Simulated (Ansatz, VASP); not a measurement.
**One calculation of ZnS, two programs**

The input POSCAR:

```
ZnS
1.0
    0.0000000000      2.6942019967      2.6942019967
    2.6942019967      0.0000000000      2.6942019967
    2.6942019967      2.6942019967      0.0000000000
Zn S
1 1
Direct
    0.0000000000      0.0000000000      0.0000000000
    0.7500000000      0.7500000000      0.7500000000
```

INCAR.step1

```
SYSTEM = ZnS
PREC = Accurate ; ENCUT = 520
ISMEAR = 0 ; SIGMA = 0.01
LREAL = .FALSE. ; LASPH = .TRUE.
NELM = 80 ; NBANDS = 16
GGA = PE ; ALGO = Normal
EDIFF = 1E-4 ; LWAVE = .TRUE.
LCHARG = .FALSE.
```

The input INCAR.step2:

```
SYSTEM = ZnS
PREC = Accurate ; ENCUT = 520
EDIFF = 1E-7 ; ISMEAR = 0
SIGMA = 0.01 ; LREAL = .FALSE.
LASPH = .TRUE. ; NELM = 80
ALGO = Normal ; ISIF = 2
LWAVE = .FALSE. ; LCHARG = .TRUE.
METAGGA = R2SCAN ; LMIXTAU = .TRUE.
LELF = .TRUE. ; LVHAR = .TRUE.
NBANDS = 16 ; ISTART = 1
```

File KPOINTS:

```
Automatic mesh
0
G
  8 8 8
  0 0 0
```

Input for Ansatz:

```yaml
crystal:
  lattice:
    - [0.0, 2.6942019967, 2.6942019967]
    - [2.6942019967, 0.0, 2.6942019967]
    - [2.6942019967, 2.6942019967, 0.0]
  atoms:
    - { symbol: Zn, position: [0.0, 0.0, 0.0] }
    - { symbol: S, position: [0.75, 0.75, 0.75] }
basis:
  ecutwfc: 500
  xc_grid: 3
kpoints:
  mp_grid: { grid: [8, 8, 8] }
  band_path: { path: [VBM, CBM], npoints: 2 }
hamiltonian:
  xc: r2scan
scf:
  occupations: { method: gaussian, width: 0.01 }
output:
  forces: true
  stress: true
  eigenvalues: true
```

Alike in both runs: task single point; functional r2SCAN; k mesh 8 × 8 × 8; occupations gaussian, width 0.01 eV; no spin polarisation.

|  | VASP | Ansatz |
| --- | --- | --- |
| version | VASP 6.6.1 | Ansatz 0.2.0 |
| potentials or method | VASP PAW PBE potentials, release 64 (Zn, S), cutoff 520 eV | scalar-relativistic, plane waves, PAW |
| valence electrons in the cell | 18 | 18 |

Ansatz gave:

- gap on the k mesh at the Fermi level (eV): 2.70
- least direct gap on the mesh (eV): 2.70
- pressure (GPa): 0.0

Q: What did VASP give for the same quantities?

A: gap on the k mesh at the Fermi level (eV): 2.72; least direct gap on the mesh (eV): 2.72; pressure (GPa): 0.1.

VASP's potentials were made for PBE, not for r2SCAN. With one functional, cell and mesh, what is left measures potentials, basis and numerics.
